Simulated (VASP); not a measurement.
Runs of VASP 6.6.1 on CrGa3. The structure is that of space group Fm-3m (No. 225), or close to it. The cells are those of the table. 

| task | level | spin | cell | k mesh | cutoff (eV) | gap on the mesh (eV) | pressure (GPa) | moment (μB) |
| --- | --- | --- | --- | --- | --- | --- | --- | --- |
| single point | PBE | collinear, ferromagnetic start | a = 4.594 Å, angles 60.0°, 4 atoms | 6 × 6 × 6 | 520 | none | (a) | 4.11 |
| single point | PBE | collinear, ferromagnetic start | a = 4.320 Å, angles 60.0°, 4 atoms | 6 × 6 × 6 | 520 | none | 17.1 | 3.59 |
| single point | r2SCAN | off | a = 4.606 Å, angles 60.0°, 4 atoms | 12 × 12 × 12 | 520 | none | (b) | - |
| relaxation of cell and atoms | PBE | off | relaxed from a = 4.606 Å, angles 60.0°, 4 atoms | 12 × 12 × 12 | 600 | none | 0.0 | - |
| single point | PBE | off | a = 4.606 Å, angles 60.0°, 4 atoms | 12 × 12 × 12 | 520 | none | -7.5 | - |
| single point | PBE | off | a = 4.439 Å, angles 60.0°, 4 atoms | 12 × 12 × 12 | 520 | none | 0.6 | - |

Alike in all rows: potentials or basis VASP PAW PBE potentials, release 64 (Ga_d, Cr_pv); smearing gaussian 0.1 eV.

Problem. Fill in the values left out.

Solution. (a) 0.4; (b) -10.8.

Caveats: the cell stands under tension (at least some runs); the cell stands under pressure (at least some runs); an empty level that is flat over the whole mesh can mark a ghost state of the potentials, or a narrow d or f band (at least some runs); the PAW data sets were made with another functional, which shifts forces and pressure a little (at least some runs).

A k mesh can miss the band edges, and the runs leave out spin-orbit coupling on Ga.

A gap of «none» marks levels without a gap at the run's occupations.
